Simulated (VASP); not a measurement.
Input of a VASP 6.6.1 run:

The input INCAR:

```
ALGO = Normal
EDIFF = 1E-6
ENCUT = 520
GGA = PE
ISIF = 2
ISMEAR = 0
LASPH = T
LCHARG = F
LREAL = F
LWAVE = F
NBANDS = 16
NELM = 100
PREC = Accurate
SIGMA = 0.15
```

The input KPOINTS:

```
k-points
0
Gamma
  18 18 18
```

File POSCAR:

```
InP
1.0
    0.0000000000      2.8117128208      2.7701604146
    2.8117128208      0.0000000000      2.7701604146
    2.8117128208      2.8117128208      0.0000000000
In P
1 1
Direct
    0.0000000000      0.0000000000      0.0000000000
    0.5000000000      0.5000000000      0.5000000000
```

Potentials or basis: VASP PAW PBE potentials, release 64 (In_d, P).

Launch:

```sh
$ cat potpaw_PBE.64/In_d/POTCAR potpaw_PBE.64/P/POTCAR > POTCAR
$ mpirun -np 1 vasp_std > vasp.out
```

(1) Estimate the band gap on the k mesh.

(2) Predict the pressure.

Answers

(1) zero (bands 9 and 10 overlap by 2.56 eV).

(2) -2.0 GPa.

Caveat: the cell differs from its parent crystal (strain +0.015 along x and y, +0.000 along z); spin-orbit coupling is left out, which moves the levels of the heavy elements.
